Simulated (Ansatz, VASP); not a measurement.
## CsCl: VASP beside Ansatz

```
Cs Cl
1.0
     4.14017    0.00000    0.00000
     0.00000    4.14017    0.00000
     0.00000    0.00000    4.14017
Cs Cl
1 1
Direct
  0.00000 0.00000 0.00000
  0.50000 0.50000 0.50000
```

Alike in both runs: functional r2SCAN; k mesh 8 × 8 × 8; occupations fermi-dirac, width 0.1 eV; no spin polarisation.

Ansatz relaxed the structure, and its values are those at the end. VASP's run is a single point on that final structure, the one shown.

```csv
,VASP,Ansatz
version,VASP 6.6.1,Ansatz 0.2.0
potentials or method,"VASP PAW PBE potentials, release 64 (Cs_sv, Cl)","PAW with Ansatz's default frozen-core files, scalar-relativistic"
plane-wave cutoff (eV),550,500
valence electrons in the cell,16,16
```

|  | VASP | Ansatz | Ansatz less VASP |
| --- | --- | --- | --- |
| gap on the k mesh at the Fermi level (eV) | 5.91 | 5.91 | +0.003 |
| pressure (GPa) | 0.0 | 0.0 | -0.04 |

VASP's potentials were made for PBE, not for r2SCAN.

Neither program's run includes spin-orbit coupling.
